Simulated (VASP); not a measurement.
Al (a cell with a defect): single point with LDA

The system is Al (a cell with a defect).

```
Al
1.0
     8.10000    0.00000    0.00000
     0.00000    8.10000    0.00000
     0.00000    0.00000    8.10000
Al
33
Direct
  0.49980 0.01486 0.99985
  0.75252 0.24979 0.99973
  0.74756 0.99751 0.25199
  0.99974 0.00250 0.99973
  0.24701 0.24977 0.99971
  0.49977 0.48462 0.99985
  0.76487 0.74975 0.99985
  0.25186 0.99761 0.25187
  0.49977 0.24964 0.23463
  0.74743 0.50205 0.25208
  0.49971 0.05921 0.49971
  0.76488 0.24966 0.49980
  0.74745 0.99742 0.74746
  0.99971 0.49699 0.99971
  0.23463 0.74971 0.99985
  0.99971 0.24977 0.24701
  0.25195 0.50191 0.25195
  0.49969 0.74978 0.19030
  0.99984 0.01486 0.49981
  0.23463 0.24964 0.49978
  0.49969 0.43977 0.49969
  0.80971 0.74979 0.49970
  0.25200 0.99750 0.74754
  0.49979 0.24966 0.76488
  0.74732 0.50218 0.74733
  0.99983 0.74971 0.23463
  0.99984 0.48462 0.49977
  0.19027 0.74978 0.49969
  0.99973 0.24979 0.75252
  0.25209 0.50206 0.74742
  0.49970 0.74979 0.80975
  0.99984 0.74975 0.76488
  0.50006 0.74940 0.50011
```

| Item | Value |
| --- | --- |
| Program | VASP 6.6.1 |
| Task | single point |
| Functional | LDA |
| Potentials or basis | VASP PAW LDA potentials, release 64 (Al) |
| Cutoff | 520 eV |
| k mesh | 2 × 2 × 2 |
| Occupations | gaussian, width 0.1 eV |
| Spin | no spin polarisation |

```
Pressure               : 1.1 GPa
Largest force          : 0.016 eV/Å
Band gap on the k mesh : zero (an odd number of electrons rules out a gap without spin polarisation)
```

Forces on the atoms (eV/Å):
```
Al   0.000  0.010  0.000
Al  -0.013  0.000  0.000
Al  -0.003 -0.005  0.004
Al   0.000 -0.013  0.000
Al   0.011  0.000  0.000
Al   0.001 -0.009  0.000
Al   0.010  0.000  0.000
Al   0.005 -0.005  0.005
Al   0.000  0.001 -0.010
Al  -0.003  0.002  0.003
Al   0.000 -0.014  0.000
Al   0.010  0.001  0.000
Al  -0.003 -0.005 -0.003
Al  -0.001  0.011 -0.001
Al  -0.009  0.001  0.000
Al   0.000  0.000  0.011
Al   0.004  0.003  0.004
Al   0.000  0.000  0.015
Al   0.000  0.010  0.000
Al  -0.010  0.001  0.000
Al   0.000  0.014  0.000
Al  -0.016  0.000  0.000
Al   0.003 -0.005 -0.003
Al   0.000  0.001  0.010
Al  -0.003  0.003 -0.003
Al   0.000  0.001 -0.010
Al   0.000 -0.009  0.001
Al   0.015  0.000  0.000
Al   0.000  0.000 -0.013
Al   0.003  0.002 -0.003
Al   0.000  0.000 -0.016
Al   0.000  0.000  0.010
Al   0.000  0.004 -0.001
```

Levels at points of the mesh, in eV from the Fermi level:
```
           k point  band 45  band 46  band 47  band 48  band 49  band 50  band 51  band 52  band 53  band 54
(0.00, 0.00, 0.00)    -0.34    -0.11    -0.11     0.34     0.61     0.61     0.61     0.81     0.81     0.88
(0.50, 0.00, 0.00)    -0.34    -0.34    -0.28    -0.26    -0.26    -0.18     0.07     0.33     0.64     0.99
(0.00, 0.50, 0.00)    -0.34    -0.34    -0.28    -0.26    -0.26    -0.18     0.07     0.33     0.64     0.99
(0.00, 0.00, 0.50)    -0.34    -0.34    -0.28    -0.26    -0.26    -0.18     0.07     0.33     0.64     0.99
(0.50, 0.50, 0.00)    -0.46    -0.45    -0.45    -0.35     0.58     0.58     0.82     0.93     1.05     1.05
(0.00, 0.50, 0.50)    -0.46    -0.45    -0.45    -0.35     0.58     0.58     0.82     0.93     1.05     1.05
(0.50, 0.00, 0.50)    -0.46    -0.45    -0.45    -0.35     0.58     0.58     0.82     0.93     1.05     1.05
(0.50, 0.50, 0.50)    -0.71    -0.71    -0.62    -0.62    -0.62    -0.48    -0.48    -0.48    -0.42    -0.01
```

Run time: 3.5 min on 1 thread of AMD EPYC 9R45 96-Core Processor (Zen 5), with other jobs on the host, peak memory 0.43 GiB.

Caveat: the k points lie up to 0.39 Å⁻¹ apart, too coarse for converged energies and pressures of a metal.
